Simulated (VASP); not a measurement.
A run of VASP 6.6.1 is set up as follows.

Contents of INCAR:

```
SYSTEM = SiC
PREC = Accurate ; ENCUT = 520
EDIFF = 1E-6 ; ISMEAR = -1
SIGMA = 0.05 ; LREAL = .FALSE.
LASPH = .TRUE. ; NELM = 100
ALGO = Normal ; ISIF = 2
LWAVE = .FALSE. ; LCHARG = .FALSE.
GGA = PE ; NBANDS = 11
```

The input KPOINTS:

```
regular mesh
0
G
  13 13 13
  0 0 0
```

POSCAR

```
SiC
1.0
    0.0000000000      2.0160462829      2.0160462829
    2.0160462829      0.0000000000      2.0160462829
    2.0160462829      2.0160462829      0.0000000000
Si C
1 1
Direct
    0.0000000000      0.0000000000      0.0000000000
    0.5000000000      0.5000000000      0.5000000000
```

Potentials or basis: VASP PAW PBE potentials, release 64 (Si, C).

Run with:

```bash
$ cat potpaw_PBE.64/Si/POTCAR potpaw_PBE.64/C/POTCAR > POTCAR
$ mpirun -np 1 vasp_std > vasp.out
```

Estimate the band gap on the k mesh.

zero (band 4 reaches 12.66 eV, above the bottom of band 5 at 11.81 eV).

What does it give for the pressure?

5.2 GPa.
